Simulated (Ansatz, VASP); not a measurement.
ZnSe: VASP beside Ansatz

The input INCAR:

```
  PREC = Accurate
  ENCUT = 600
  EDIFF = 1E-6
  ISMEAR = 0
  SIGMA = 0.1
  LREAL = False
  LASPH = True
  NELM = 60
  ALGO = Normal
  ISIF = 3
  LWAVE = False
  LCHARG = False
  GGA = PE
  IBRION = 2
  NSW = 90
  EDIFFG = -0.04
```

File KPOINTS:

```
regular mesh
0
Gamma
  4 4 6
```

The input POSCAR:

```
ZnSe
1.0
    6.5391931700      0.0000000000      0.0000000000
    0.0000000000      6.5391931700      0.0000000000
    0.0000000000      0.0000000000      3.5698289900
Zn Se
4 4
Direct
    0.6692432600      0.6692432600      0.5000000000
    0.1692432600      0.8307567400      0.2500000000
    0.3307567400      0.3307567400      0.0000000000
    0.8307567400      0.1692432600      0.7500000000
    0.8307567400      0.8307567400      0.0000000000
    0.3307567400      0.6692432600      0.7500000000
    0.1692432600      0.1692432600      0.5000000000
    0.6692432600      0.3307567400      0.2500000000
```

Input for Ansatz:

```yaml
crystal:
  lattice:
    - [6.53919317, 0.0, 0.0]
    - [0.0, 6.53919317, 0.0]
    - [0.0, 0.0, 3.56982899]
  atoms:
    - { symbol: Zn, position: [0.66924326, 0.66924326, 0.5] }
    - { symbol: Zn, position: [0.16924326, 0.83075674, 0.25] }
    - { symbol: Zn, position: [0.33075674, 0.33075674, 0.0] }
    - { symbol: Zn, position: [0.83075674, 0.16924326, 0.75] }
    - { symbol: Se, position: [0.83075674, 0.83075674, 0.0] }
    - { symbol: Se, position: [0.33075674, 0.66924326, 0.75] }
    - { symbol: Se, position: [0.16924326, 0.16924326, 0.5] }
    - { symbol: Se, position: [0.66924326, 0.33075674, 0.25] }
basis:
  ecutwfc: 420
kpoints:
  mp_grid: { grid: [4, 4, 6] }
hamiltonian:
  xc: pbe
scf:
  occupations: { method: gaussian, width: 0.1 }
  lower_state_search: "off"
output:
  forces: true
  stress: true
  eigenvalues: true
relax:
  adjacent_minimum: "off"
  f_tol: 0.04
  max_steps: 70
  cell: { stress_tol: 0.4 }
```

Alike in both runs: task relaxation of cell and atoms; functional PBE; k mesh 4 × 4 × 6; occupations gaussian, width 0.1 eV; no spin polarisation.

|  | VASP | Ansatz |
| --- | --- | --- |
| version | VASP 6.6.1 | Ansatz 0.2.0 |
| potentials or method | VASP PAW PBE potentials, release 64 (Zn, Se), cutoff 600 eV | scalar-relativistic, plane waves, PAW |
| valence electrons in the cell | 72 | 112 |

VASP gave:

* gap on the k mesh at the Fermi level, each at its own relaxed structure (eV): 0.64
* relaxed volume (Å³/atom): 23.34
* relaxed length of the cell vector where the two differ most in proportion (Å): 3.862

Q: What did Ansatz give for the same quantities?

A: gap on the k mesh at the Fermi level, each at its own relaxed structure (eV): 0.66; relaxed volume (Å³/atom): 23.22; relaxed length of the cell vector where the two differ most in proportion (Å): 3.851.

VASP's potentials hold 72 valence electrons a cell and Ansatz's 112, so a difference there can come from the potentials and not from the codes.

Noted on VASP's run: the volume moved by over 15 % at a fixed basis, so the end points are rough.
